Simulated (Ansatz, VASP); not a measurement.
# HfC: VASP beside Ansatz

INCAR

```
SYSTEM = HfC
PREC     = Accurate       ! precision mode
ENCUT    = 520            ! plane-wave cutoff, eV
EDIFF    = 1E-6           ! SCF threshold, eV
ISMEAR   = 0              ! smearing method
SIGMA    = 0.05           ! smearing width, eV
LREAL    = .FALSE.        ! projectors in reciprocal space
LASPH    = .TRUE.         ! aspherical terms in the spheres
NELM     = 60             ! most SCF steps
ALGO     = Normal         ! electronic algorithm
ISIF     = 2              ! what is computed and relaxed
LWAVE    = .FALSE.        ! write WAVECAR
LCHARG   = .FALSE.        ! write CHGCAR
GGA      = PE             ! functional
NBANDS   = 14             ! bands
```

KPOINTS

```
Automatic mesh
0
G
  12 12 12
  0 0 0
```

POSCAR

```
HfC
1.0
    0.0000000000      2.5051798249      2.5051798249
    2.5051798249      0.0000000000      2.5051798249
    2.5051798249      2.5051798249      0.0000000000
Hf C
1 1
Direct
    0.0000000000      0.0000000000      0.0000000000
    0.2500000000      0.2500000000      0.2500000000
```

Input for Ansatz:

```yaml
crystal:
  lattice:
    - [0.0, 2.5051798249, 2.5051798249]
    - [2.5051798249, 0.0, 2.5051798249]
    - [2.5051798249, 2.5051798249, 0.0]
  atoms:
    - { symbol: Hf, position: [0.0, 0.0, 0.0] }
    - { symbol: C, position: [0.25, 0.25, 0.25] }
basis:
  ecutwfc: 420
  ecutrho_ratio: 4
kpoints:
  mp_grid: { grid: [12, 12, 12] }
hamiltonian:
  xc: pbe
scf:
  occupations: { method: gaussian, width: 0.05 }
output:
  forces: true
  stress: true
  eigenvalues: true
```

Alike in both runs: task single point; functional PBE; k mesh 12 × 12 × 12; occupations gaussian, width 0.05 eV; no spin polarisation.

|  | VASP | Ansatz |
| --- | --- | --- |
| version | VASP 6.6.1 | Ansatz 0.2.0 |
| potentials or method | VASP PAW PBE potentials, release 64 (Hf_pv, C), cutoff 520 eV | scalar-relativistic, plane waves, PAW |
| valence electrons in the cell | 14 | 30 |

Ansatz gave:

* gap on the k mesh at the Fermi level (eV): 0.26
* least direct gap on the mesh (eV): 0.26
* pressure (GPa): 3.3

Estimate VASP's values.

gap on the k mesh at the Fermi level (eV): 0.27; least direct gap on the mesh (eV): 0.27; pressure (GPa): 2.9.

VASP's potentials hold 14 valence electrons a cell and Ansatz's 30, so a difference there can come from the potentials and not from the codes.

Neither program's run includes spin-orbit coupling.
